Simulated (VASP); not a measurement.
# BeAlS3 (Pm-3m) in VASP: notebook

Runs on BeAlS3. Level: PBE. Tasks: single point, relaxation of cell and atoms.

Program: VASP 6.6.1. These are calculated values, not measurements. Logs are shortened: lines on timing, memory, paths and dates and some standing lists are left out, and cuts for length are marked.

### Step 1. The cell of the first run

The structure is cubic, space group Pm-3m (No. 221). Conventional cell: a = 4.333 Å, b = 4.333 Å, c = 4.333 Å, α = 90.00°, β = 90.00°, γ = 90.00°. Within 2.9 Å of Be (site symmetry m-3m) lie 6 S at 2.17 Å. Al (site symmetry m-3m) has 12 S at 3.06 Å and 8 Be at 3.75 Å within 4.0 Å. Within 2.9 Å of S (site symmetry 4/mmm) lie 2 Be at 2.17 Å.

### Step 2. Single point, PBE

The input, INCAR:

```
ALGO = Normal
EDIFF = 1E-7
ENCUT = 520
GGA = PE
ISIF = 2
ISMEAR = 0
LASPH = True
LCHARG = False
LREAL = False
LWAVE = False
NBANDS = 20
NELM = 60
PREC = Accurate
SIGMA = 0.1
```

The input, KPOINTS:

```
k-points
0
Gamma
  4 4 4
```

The input, POSCAR:

```
BeAlS3
1.0
    4.3325021100      0.0000000000      0.0000000000
    0.0000000000      4.3325021100      0.0000000000
    0.0000000000      0.0000000000      4.3325021100
Be Al S
1 1 3
Direct
    0.5000000000      0.5000000000      0.5000000000
    0.0000000000      0.0000000000      0.0000000000
    0.0000000000      0.5000000000      0.5000000000
    0.5000000000      0.0000000000      0.5000000000
    0.5000000000      0.5000000000      0.0000000000
```

Potentials or basis: VASP PAW PBE potentials, release 64 (Be, Al, S).

Command:

```console
> cat potpaw_PBE.64/Be/POTCAR potpaw_PBE.64/Al/POTCAR potpaw_PBE.64/S/POTCAR > POTCAR
> mpirun -np 1 vasp_std > vasp.out
```

OUTCAR:

```text
EDIFF = 1E-7
   ENCUT = 520
   GGA = PE
   ISIF = 2
   ISMEAR = 0
   LASPH = True
   LREAL = False
   NELM = 60
   PREC = Accurate

 ion  position               nearest neighbor table
   1  0.500  0.500  0.500-   3 2.17   4 2.17   5 2.17   5 2.17   4 2.17   3 2.17
   2  0.000  0.000  0.000-   3 3.06   4 3.06   5 3.06   3 3.06   4 3.06   3 3.06   5 3.06   3 3.06
                             4 3.06   5 3.06   4 3.06   5 3.06
   3  0.000  0.500  0.500-   1 2.17   1 2.17   2 3.06   2 3.06   2 3.06   2 3.06
   4  0.500  0.000  0.500-   1 2.17   1 2.17   2 3.06   2 3.06   2 3.06   2 3.06
   5  0.500  0.500  0.000-   1 2.17   1 2.17   2 3.06   2 3.06   2 3.06   2 3.06

  LATTYP: Found a simple cubic cell.
 ALAT       =     4.3325021100

  Lattice vectors:

 A1 = (   4.3325021100,   0.0000000000,   0.0000000000)
 A2 = (   0.0000000000,   4.3325021100,   0.0000000000)
 A3 = (   0.0000000000,   0.0000000000,   4.3325021100)

Analysis of symmetry for initial positions (statically):
=====================================================================
 Subroutine PRICEL returns:
 Original cell was already a primitive cell.

 Routine SETGRP: Setting up the symmetry group for a
 simple cubic supercell.

 Subroutine GETGRP returns: Found 48 space group operations
 (whereof 48 operations were pure point group operations)
 out of a pool of 48 trial point group operations.

The static configuration has the point symmetry O_h .

Analysis of symmetry for dynamics (positions and initial velocities):
=====================================================================
 Subroutine PRICEL returns:
 Original cell was already a primitive cell.

 Routine SETGRP: Setting up the symmetry group for a
 simple cubic supercell.

 Subroutine GETGRP returns: Found 48 space group operations
 (whereof 48 operations were pure point group operations)
 out of a pool of 48 trial point group operations.

The dynamic configuration has the point symmetry O_h .

 Subroutine INISYM returns: Found 48 space group operations
 (whereof 48 operations are pure point group operations),
 and found     1 'primitive' translations

----------------------------------------------------------------------------------------

                                     Primitive cell

  volume of cell :      81.3236

  direct lattice vectors                    reciprocal lattice vectors
     4.332502110  0.000000000  0.000000000     0.230813506  0.000000000  0.000000000
     0.000000000  4.332502110  0.000000000     0.000000000  0.230813506  0.000000000
     0.000000000  0.000000000  4.332502110     0.000000000  0.000000000  0.230813506

  length of vectors
     4.332502110  4.332502110  4.332502110     0.230813506  0.230813506  0.230813506

  position of ions in fractional coordinates (direct lattice)
     0.500000000  0.500000000  0.500000000
     0.000000000  0.000000000  0.000000000
     0.000000000  0.500000000  0.500000000
     0.500000000  0.000000000  0.500000000
     0.500000000  0.500000000  0.000000000

  ion indices of the primitive-cell ions
   primitive index   ion index
                 1           1
                 2           2
                 3           3
                 4           4
                 5           5

----------------------------------------------------------------------------------------

 KPOINTS: k-points

Automatic generation of k-mesh.
 Grid dimensions read from file:
 generate k-points for:    4    4    4

 Generating k-lattice:

  Cartesian coordinates                     Fractional coordinates (reciprocal lattice)
     0.057703376  0.000000000  0.000000000     0.250000000  0.000000000  0.000000000
     0.000000000  0.057703376  0.000000000     0.000000000  0.250000000  0.000000000
     0.000000000  0.000000000  0.057703376     0.000000000  0.000000000  0.250000000

  Length of vectors
     0.057703376  0.057703376  0.057703376

  Shift w.r.t. Gamma in fractional coordinates (k-lattice)
     0.000000000  0.000000000  0.000000000

 Subroutine IBZKPT returns following result:
 ===========================================

 Found     10 irreducible k-points:

 Following reciprocal coordinates:
            Coordinates               Weight
  0.000000  0.000000  0.000000      1.000000
  0.250000  0.000000  0.000000      6.000000
  0.500000  0.000000  0.000000      3.000000
  0.250000  0.250000  0.000000     12.000000
  0.500000  0.250000  0.000000     12.000000
  0.500000  0.500000  0.000000      3.000000
  0.250000  0.250000  0.250000      8.000000
  0.500000  0.250000  0.250000     12.000000
  0.500000  0.500000  0.250000      6.000000
  0.500000  0.500000  0.500000      1.000000
   k-points           NKPTS =     10   k-points in BZ     NKDIM =     10   number of bands    NBANDS=     20
   number of dos      NEDOS =    301   number of ions     NIONS =      5
   total plane-waves  NPLWV =  32768
   dimension x,y,z NGX =    32 NGY =   32 NGZ =   32
   dimension x,y,z NGXF=    64 NGYF=   64 NGZF=   64
   ions per type =               1   1   3
   NGX,Y,Z   is equivalent  to a cutoff of  12.28, 12.28, 12.28 a.u.
   NGXF,Y,Z  is equivalent  to a cutoff of  24.56, 24.56, 24.56 a.u.
 SYSTEM =  unknown system
   PREC   = accura    normal or accurate (medium, high low for compatibility)
   ISTART =      0    job   : 0-new  1-cont  2-samecut
   ICHARG =      2    charge: 1-file 2-atom 10-const
   ISPIN  =      1    spin polarized calculation?
   LNONCOLLINEAR =      F non collinear calculations
   LSORBIT =      F    spin-orbit coupling
   LASPH  =      T    aspherical Exc in radial PAW
   ENCUT  =  520.0 eV  38.22 Ry    6.18 a.u.   8.06  8.06  8.06*2*pi/ulx,y,z
   NELM   =     60;   NELMIN=  2; NELMDL= -5     # of ELM steps
   EDIFF  = 0.1E-06   stopping-criterion for ELM
   LREAL  =      F    real-space projection
   EDIFFG = 0.1E-05   stopping-criterion for IOM
   NSW    =      0    number of steps for IOM
   IBRION =     -1    ionic relax: 0-MD 1-quasi-New 2-CG
   NFREE  =      0    steps in history (QN), initial steepest desc. (CG)
   ISIF   =      2    stress and relaxation
   ISYM   =      2    0-nonsym 1-usesym 2-fastsym
   POTIM  = 0.5000    time-step for ionic-motion
   TEBEG  =    0.0;   TEEND  =   0.0 temperature during run
   PSTRESS=    0.0 pullay stress
   NELECT =      23.0000    total number of electrons
   NUPDOWN=      -1.0000    fix difference up-down
   EMIN   =  10.00;   EMAX   =-10.00  energy-range for DOS
   EFERMI =   0.00;   METHOD = LEGACY
   ISMEAR =     0;   SIGMA  =   0.10  broadening in eV -4-tet -1-fermi 0-gaus
   EFERMI_NEDOS =   21; number of points for ismear=-14 and -15
   IALGO  =     38    algorithm
   IMIX   =      4    mixing-type and parameters
     AMIX     =   0.40;   BMIX     =  1.00
     AMIX_MAG =   1.60;   BMIX_MAG =  1.00
  volume/ion in A,a.u.               =      16.26       109.76
  Fermi-wavevector in a.u.,A,eV,Ry     =   1.074596  2.030692 15.711425  1.154757
  Thomas-Fermi vector in A             =   2.210429
   LORBIT       =      0    0 simple, 1 ext, 2 COOP (PROOUT), +10 PAW based schemes
   GGA     = PE    functional components
   LHFCALC =     F    Hartree Fock is set to
   AEXX    =    0.0000 exact exchange contribution
   IVDW    =     0    specifies the selected vdW correction
   LEPSILON=     F    determine dielectric tensor
   LRPA    =     F    only Hartree local field effects (RPA)
 non-spin polarized calculation
 Gauss-broadening in eV      SIGMA  =   0.10
  energy-cutoff  :      520.00
  volume of cell :       81.32
 maximum number of plane-waves:      2272
   NGX = 17   NGY = 17   NGZ = 17

 number of electron      22.9999988 magnetization

 Free energy of the ion-electron system (eV)
  ---------------------------------------------------
  ext. energy  EPLUGINS =         0.00000000
  ---------------------------------------------------
  free energy    TOTEN  =       -18.51296255 eV

  energy without entropy =      -18.46670784  energy(sigma->0) =      -18.48983520

 E-fermi :   5.8142     XC(G=0): -10.2032

 val. band max:        5.7614049253   @ k =   0.2500   0.2500   0.2500
 cond. band min:       5.8219498766   @ k =   0.2500   0.2500   0.2500
 fundamental gap:      0.0605449512
 Fermi energy:         5.8141727161

 k-point     1 :       0.0000    0.0000    0.0000
  band No.  band energies     occupation
      1      -9.0135      2.00000
      2      -5.3168      2.00000
      3      -5.3168      2.00000
      4      -0.0463      2.00000
      5      -0.0463      2.00000
      6      -0.0463      2.00000
[... 12 lines left out ...]
     19      11.4465      0.00000
     20      12.3205      0.00000

 k-point     2 :       0.2500    0.0000    0.0000
  band No.  band energies     occupation
      1      -8.6893      2.00000
      2      -6.1084      2.00000
      3      -5.2665      2.00000
      4       0.2458      2.00000
      5       0.2458      2.00000
      6       0.5505      2.00000
[... 12 lines left out ...]
     19      12.6622      0.00000
     20      13.3248      0.00000

 k-point     3 :       0.5000    0.0000    0.0000
  band No.  band energies     occupation
      1      -8.0799      2.00000
      2      -7.0952      2.00000
      3      -5.2146      2.00000
      4       0.6652      2.00000
      5       0.6652      2.00000
      6       1.3052      2.00000
[... 12 lines left out ...]
     19      12.8616      0.00000
     20      13.8939      0.00000

 k-point     4 :       0.2500    0.2500    0.0000
  band No.  band energies     occupation
      1      -8.3748      2.00000
      2      -6.2240      2.00000
      3      -5.7236      2.00000
      4      -0.1830      2.00000
      5       0.5400      2.00000
      6       1.7485      2.00000
[... 12 lines left out ...]
     19      13.7677      0.00000
     20      14.1215      0.00000

 k-point     5 :       0.5000    0.2500    0.0000
  band No.  band energies     occupation
      1      -7.7668      2.00000
      2      -6.9780      2.00000
      3      -5.7899      2.00000
      4       0.2696      2.00000
      5       0.4736      2.00000
      6       0.9668      2.00000
[... 12 lines left out ...]
     19      14.3955      0.00000
     20      14.7355      0.00000

 k-point     6 :       0.5000    0.5000    0.0000
  band No.  band energies     occupation
      1      -6.9472      2.00000
      2      -6.8499      2.00000
      3      -6.8499      2.00000
      4      -0.4791      2.00000
      5       0.5072      2.00000
      6       1.4173      2.00000
[... 12 lines left out ...]
     19      13.6897      0.00000
     20      15.5741      0.00000

 k-point     7 :       0.2500    0.2500    0.2500
  band No.  band energies     occupation
      1      -8.0770      2.00000
      2      -6.1430      2.00000
      3      -6.1430      2.00000
      4      -0.9256      2.00000
      5       1.3721      2.00000
      6       1.7411      2.00000
[... 12 lines left out ...]
     19      12.9942      0.00000
     20      14.6589      0.00000

 k-point     8 :       0.5000    0.2500    0.2500
  band No.  band energies     occupation
      1      -7.4927      2.00000
      2      -6.8717      2.00000
      3      -6.0572      2.00000
      4      -0.8378      2.00000
      5       0.3169      2.00000
      6       1.2936      2.00000
[... 12 lines left out ...]
     19      14.3911      0.00000
     20      14.6567      0.00000

 k-point     9 :       0.5000    0.5000    0.2500
  band No.  band energies     occupation
      1      -6.8121      2.00000
      2      -6.7567      2.00000
      3      -6.7567      2.00000
      4      -1.2346      2.00000
      5      -0.1038      2.00000
      6       1.3089      2.00000
[... 12 lines left out ...]
     19      12.7822      0.00000
     20      14.9342      0.00000

 k-point    10 :       0.5000    0.5000    0.5000
  band No.  band energies     occupation
      1      -6.6570      2.00000
      2      -6.6570      2.00000
      3      -6.6570      2.00000
      4      -2.0719      2.00000
      5       0.5102      2.00000
      6       0.5102      2.00000
[... 12 lines left out ...]
     19      12.5301      0.00000
     20      14.6136      0.00000

------------------------ aborting loop because EDIFF is reached ----------------------------------------

  FORCE on cell =-STRESS in cart. coord.  units (eV):
  Direction    XX          YY          ZZ          XY          YZ          ZX
  --------------------------------------------------------------------------------------
  -------------------------------------------------------------------------------------
  Total        0.0705001      0.0705001      0.0705001     -0.0000000     -0.0000000     -0.0000000
  in kB        1.3889420      1.3889420      1.3889420     -0.0000000     -0.0000000     -0.0000000
  external PRESSURE =       1.3889420 kB  Pullay stress =       0.0000000 kB

 VOLUME and BASIS-vectors are now :
 -----------------------------------------------------------------------------
  energy-cutoff  :      520.00
  volume of cell :       81.32
      direct lattice vectors                 reciprocal lattice vectors
     4.332502110  0.000000000  0.000000000     0.230813506  0.000000000  0.000000000
     0.000000000  4.332502110  0.000000000     0.000000000  0.230813506  0.000000000
     0.000000000  0.000000000  4.332502110     0.000000000  0.000000000  0.230813506

 POSITION                                       TOTAL-FORCE (eV/Angst)
 -----------------------------------------------------------------------------------
      2.16625      2.16625      2.16625         0.000000      0.000000      0.000000
      0.00000      0.00000      0.00000         0.000000      0.000000      0.000000
      0.00000      2.16625      2.16625         0.000000      0.000000      0.000000
      2.16625      0.00000      2.16625         0.000000      0.000000      0.000000
      2.16625      2.16625      0.00000         0.000000      0.000000      0.000000
 -----------------------------------------------------------------------------------
    total drift:                                0.000000     -0.000000     -0.000000

  FREE ENERGIE OF THE ION-ELECTRON SYSTEM (eV)
  ---------------------------------------------------
  free  energy   TOTEN  =       -18.5129625539 eV

  energy  without entropy=      -18.4667078400  energy(sigma->0) =      -18.48983520
```

Wall time 10 s (1 thread of Intel Xeon Platinum 8259CL at 2.50GHz (Skylake/Cascade Lake), shared host); peak memory 0.17 GiB.

What came out:

```yaml
Free_energy: -18.5130 eV
Pressure: 0.1 GPa
```

Levels at points of the mesh, in eV from the Fermi level:
| k point | band 9 | band 10 | band 11 | band 12 | band 13 | band 14 |
| --- | --- | --- | --- | --- | --- | --- |
| (0.00, 0.00, 0.00) | -0.90 | -0.90 | -0.54 | -0.54 | -0.54 | 3.71 |
| (0.50, 0.00, 0.00) | -2.67 | -2.00 | -0.43 | -0.43 | 1.12 | 2.17 |
| (0.50, 0.50, 0.00) | -2.25 | -2.25 | 0.03 | 0.33 | 1.01 | 2.35 |
| (0.50, 0.50, 0.50) | 0.12 | 0.12 | 1.11 | 1.11 | 1.11 | 4.98 |

Caveat: the k points lie up to 0.36 Å⁻¹ apart.

### Step 3. Single point, PBE

This run uses another cell than the first one, of 16.18 Å³/atom, 0.995 times its volume.

The input, INCAR:

```
PREC = Accurate
ENCUT = 520
EDIFF = 1E-6
ISMEAR = 0
SIGMA = 0.1
LREAL = F
LASPH = T
NELM = 60
ALGO = Normal
ISIF = 2
LWAVE = F
LCHARG = F
GGA = PE
NBANDS = 20
```

The input, KPOINTS:

```
Automatic mesh
0
Gamma
  10 10 10
```

Changes to POSCAR since step 2:

```diff
@@ -2,5 +2,5 @@
 1.0
-    4.3325021100      0.0000000000      0.0000000000
-    0.0000000000      4.3325021100      0.0000000000
-    0.0000000000      0.0000000000      4.3325021100
+    4.3245445982      0.0000000000      0.0000000000
+    0.0000000000      4.3245445982      0.0000000000
+    0.0000000000      0.0000000000      4.3245445982
 Be Al S
```

Potentials or basis: VASP PAW PBE potentials, release 64 (Be, Al, S).

Command:

```console
> cat potpaw_PBE.64/Be/POTCAR potpaw_PBE.64/Al/POTCAR potpaw_PBE.64/S/POTCAR > POTCAR
> mpirun -np 1 vasp_std > vasp.out
```

It took 50 s on 1 thread of Intel Xeon Platinum 8259CL at 2.50GHz (Skylake/Cascade Lake), shared host; peak memory 0.22 GiB.

It converged, with:

```yaml
Free_energy: -18.6656 eV
Pressure: -0.1 GPa
```

Levels at points of the mesh, in eV from the Fermi level:
```
           k point  band 9  band 10  band 11  band 12  band 13  band 14
(0.00, 0.00, 0.00)   -0.83    -0.83    -0.43    -0.43    -0.43     3.90
(0.50, 0.00, 0.00)   -2.62    -1.95    -0.34    -0.34     1.21     2.23
(0.50, 0.50, 0.00)   -2.19    -2.19     0.20     0.38     1.10     2.37
(0.50, 0.50, 0.50)    0.29     0.29     1.20     1.20     1.20     5.17
```

### Step 4. Relaxation of cell and atoms, PBE

The input, INCAR:

```
SYSTEM = BeAlS3
PREC     = Accurate       ! precision mode
ENCUT    = 600            ! plane-wave cutoff, eV
EDIFF    = 1E-6           ! SCF threshold, eV
ISMEAR   = 0              ! smearing method
SIGMA    = 0.1            ! smearing width, eV
LREAL    = .FALSE.        ! projectors in reciprocal space
LASPH    = .TRUE.         ! aspherical terms in the spheres
NELM     = 100            ! most SCF steps
ALGO     = Normal         ! electronic algorithm
ISIF     = 3              ! what is computed and relaxed
LWAVE    = .FALSE.        ! write WAVECAR
LCHARG   = .FALSE.        ! write CHGCAR
GGA      = PE             ! functional
IBRION   = 2              ! ionic algorithm
NSW      = 100            ! ionic steps
EDIFFG   = -0.01          ! ionic threshold
```

The input, KPOINTS:

```
regular mesh
0
G
  10 10 10
  0 0 0
```

Changes to POSCAR since step 3:

```diff
@@ -2,5 +2,5 @@
 1.0
-    4.3245445982      0.0000000000      0.0000000000
-    0.0000000000      4.3245445982      0.0000000000
-    0.0000000000      0.0000000000      4.3245445982
+    4.3325021100      0.0000000000      0.0000000000
+    0.0000000000      4.3325021100      0.0000000000
+    0.0000000000      0.0000000000      4.3325021100
 Be Al S
```

Command:

```console
> cat potpaw_PBE.64/Be/POTCAR potpaw_PBE.64/Al/POTCAR potpaw_PBE.64/S/POTCAR > POTCAR
> mpirun -np 1 vasp_std > vasp.out
```

Wall time 70 s (1 thread of Intel Xeon Platinum 8124M at 3.00GHz (Skylake/Cascade Lake), shared host); peak memory 0.26 GiB.

Results (log left out):

```yaml
Free_energy: -18.6665 eV
Relaxed_volume: 16.17 Å³/atom
Relaxed_cell: a = 4.324 Å, b = 4.324 Å, c = 4.324 Å, α = 90.00°, β = 90.00°, γ = 90.00°
Space_group_after_relaxing_to_0.05_Å: Pm-3m (No. 221)
Energy_gained_by_relaxing: 0.1 meV/atom
Ionic_steps: 2
Pressure_after_relaxing: 0.0 GPa
```

Step by step:
| step | energy change (eV) | largest force (eV/Å) | pressure (GPa) | volume (Å³) |
| --- | --- | --- | --- | --- |
| 1 | 0.0000 | 0.0000 | -0.41 | 81.32 |
| 2 | -0.0006 | 0.0000 | 0.00 | 80.83 |

Final structure:
```
Be Al S
1.0
     4.32375    0.00000    0.00000
     0.00000    4.32375    0.00000
     0.00000    0.00000    4.32375
Be Al S
1 1 3
Direct
  0.50000 0.50000 0.50000
  0.00000 0.00000 0.00000
  0.00000 0.50000 0.50000
  0.50000 0.00000 0.50000
  0.50000 0.50000 0.00000
```

Levels at points of the mesh, in eV from the Fermi level:
```tsv
k point	band 8	band 9	band 10	band 11	band 12	band 13	band 14	band 15
(0.00, 0.00, 0.00)	-0.83	-0.83	-0.83	-0.43	-0.43	-0.43	3.90	5.31
(0.50, 0.00, 0.00)	-2.62	-2.62	-1.95	-0.34	-0.34	1.21	2.23	4.68
(0.50, 0.50, 0.00)	-2.62	-2.19	-2.19	0.20	0.38	1.10	2.37	4.21
(0.50, 0.50, 0.50)	-3.15	0.29	0.29	1.20	1.20	1.20	5.17	5.17
```

### Step 5. Summary

| task | cell | k mesh | cutoff (eV) | gap on the mesh (eV) | pressure (GPa) |
| --- | --- | --- | --- | --- | --- |
| single point | a = 4.333 Å, 5 atoms | 4 × 4 × 4 | 520 | none | 0.1 |
| single point | a = 4.325 Å, 5 atoms | 10 × 10 × 10 | 520 | none | -0.1 |
| relaxation of cell and atoms | relaxed from a = 4.333 Å, 5 atoms | 10 × 10 × 10 | 600 | none | 0.0 |

Alike in all rows: level PBE; potentials or basis VASP PAW PBE potentials, release 64 (Be, Al, S); no spin polarisation; smearing gaussian 0.1 eV.

Caveats: some runs use coarse meshes.

Total energies depend on the potentials used, so only differences within one code and one set of settings carry meaning.
